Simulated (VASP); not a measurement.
Runs of VASP 6.6.1 on TaRu2. The structure is that of space group P6/mmm (No. 191), or close to it. The cells are those of the table. The cell was generated, and may not be a known phase.

```csv
task,cell,k mesh,cutoff (eV),gap on the mesh (eV),pressure (GPa),relaxed volume (Å³/atom)
single point,"a = 3.846, b = 3.846, c = 3.561 Å, angles 90.0, 90.0, 120.0°, 3 atoms",6 × 6 × 6,520,none,144.2,-
relaxation of cell and atoms,"relaxed from a = 3.846, b = 3.846, c = 3.561 Å, angles 90.0, 90.0, 120.0°, 3 atoms",6 × 6 × 6,600,-,0.0,16.64
single point,"a = 4.632, b = 4.632, c = 2.684 Å, angles 90.0, 90.0, 120.0°, 3 atoms",6 × 6 × 6,520,none,0.1,-
relaxation of cell and atoms,"relaxed from a = 4.632, b = 4.632, c = 2.684 Å, angles 90.0, 90.0, 120.0°, 3 atoms",12 × 12 × 18,600,-,0.0,(a)
single point,"a = 4.642, b = 4.642, c = 2.665 Å, angles 90.0, 90.0, 120.0°, 3 atoms",12 × 12 × 18,520,none,0.1,-
```

Alike in all rows: level PBE; potentials or basis VASP PAW PBE potentials, release 64 (Ta_pv, Ru_pv); no spin polarisation; smearing gaussian 0.1 eV.

Question: Estimate the missing entries.

Answer: (a) 16.59.

Caveats: some runs use coarse meshes; spin-orbit coupling is left out, which moves the levels of the heavy elements; the highest band is partly filled, so the run has too few bands (at least some runs); the stress differs along the axes, from -11 to 221 GPa (at least some runs); a cell axis changed by over 15 % at a fixed basis, so the end point is rough (at least some runs).

A k mesh can miss the band edges, and the runs leave out spin-orbit coupling on Ru, Ta.

A gap of «none» marks levels without a gap at the run's occupations.
